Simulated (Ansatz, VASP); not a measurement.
**Si2Mo in VASP and in Ansatz**

Contents of POSCAR:

```
Si2Mo
1.0
    4.5854715600      0.0000000000      0.0000000000
   -2.2927357800      3.9711348600      0.0000000000
    0.0000000000      0.0000000000      6.5797601000
Si Mo
6 3
Direct
    0.1638729800      0.8361270200      0.8333333300
    0.3277459600      0.1638729800      0.1666666700
    0.8361270200      0.6722540400      0.5000000000
    0.8361270200      0.1638729800      0.8333333300
    0.6722540400      0.8361270200      0.1666666700
    0.1638729800      0.3277459600      0.5000000000
    0.5000000000      0.0000000000      0.5000000000
    0.0000000000      0.5000000000      0.1666666700
    0.5000000000      0.5000000000      0.8333333300
```

Contents of INCAR.step1:

```
ALGO = Normal
EDIFF = 1E-4
ENCUT = 520
GGA = PE
ISMEAR = 0
LASPH = T
LCHARG = F
LREAL = F
LWAVE = T
NBANDS = 43
NELM = 100
PREC = Accurate
SIGMA = 0.1
```

Contents of INCAR.step2:

```
ALGO = Normal
EDIFF = 1E-7
ENCUT = 520
ISIF = 2
ISMEAR = 0
ISTART = 1
LASPH = T
LCHARG = T
LELF = T
LMIXTAU = T
LREAL = F
LVHAR = T
LWAVE = F
METAGGA = R2SCAN
NBANDS = 43
NELM = 100
PREC = Accurate
SIGMA = 0.1
```

The input KPOINTS:

```
k-points
0
Gamma
  6 6 4
```

Input for Ansatz:

```yaml
crystal:
  lattice:
    - [4.58547156, 0.0, 0.0]
    - [-2.29273578, 3.97113486, 0.0]
    - [0.0, 0.0, 6.5797601]
  atoms:
    - { symbol: Si, position: [0.16387298, 0.83612702, 0.83333333] }
    - { symbol: Si, position: [0.32774596, 0.16387298, 0.16666667] }
    - { symbol: Si, position: [0.83612702, 0.67225404, 0.5] }
    - { symbol: Si, position: [0.83612702, 0.16387298, 0.83333333] }
    - { symbol: Si, position: [0.67225404, 0.83612702, 0.16666667] }
    - { symbol: Si, position: [0.16387298, 0.32774596, 0.5] }
    - { symbol: Mo, position: [0.5, 0.0, 0.5] }
    - { symbol: Mo, position: [0.0, 0.5, 0.16666667] }
    - { symbol: Mo, position: [0.5, 0.5, 0.83333333] }
basis:
  ecutwfc: 500
kpoints:
  mp_grid: { grid: [6, 6, 4] }
hamiltonian:
  xc: r2scan
  pseudopotentials: { kind: paw, azcp: { folder: soft_1 } }
scf:
  occupations: { method: gaussian, width: 0.1 }
output:
  forces: true
  stress: true
  eigenvalues: true
```

Alike in both runs: task single point; functional r2SCAN; k mesh 6 × 6 × 4; occupations gaussian, width 0.1 eV; no spin polarisation.

```csv
,VASP,Ansatz
version,VASP 6.6.1,Ansatz 0.2.0
potentials or method,"VASP PAW PBE potentials, release 64 (Si, Mo_sv), cutoff 520 eV","scalar-relativistic, plane waves, PAW"
valence electrons in the cell,66,66
```

Ansatz gave:

| Item | Value |
| --- | --- |
| gap on the k mesh at the Fermi level (eV) | 0.16 |
| least direct gap on the mesh (eV) | 0.69 |
| pressure (GPa) | -0.1 |
| traceless stress, the component that is largest in VASP (GPa) | -0.04 |
| rms of the force components (eV/Å) | 0.001 |

**Question.** What did VASP give for the same quantities?

**Answer.** gap on the k mesh at the Fermi level (eV): 0.15; least direct gap on the mesh (eV): 0.69; pressure (GPa): 0.2; traceless stress, the component that is largest in VASP (GPa): -0.06; rms of the force components (eV/Å): 0.004.

VASP's potentials were made for PBE, not for r2SCAN. Atom by atom the forces differ by 0.003 eV/Å (rms over components).
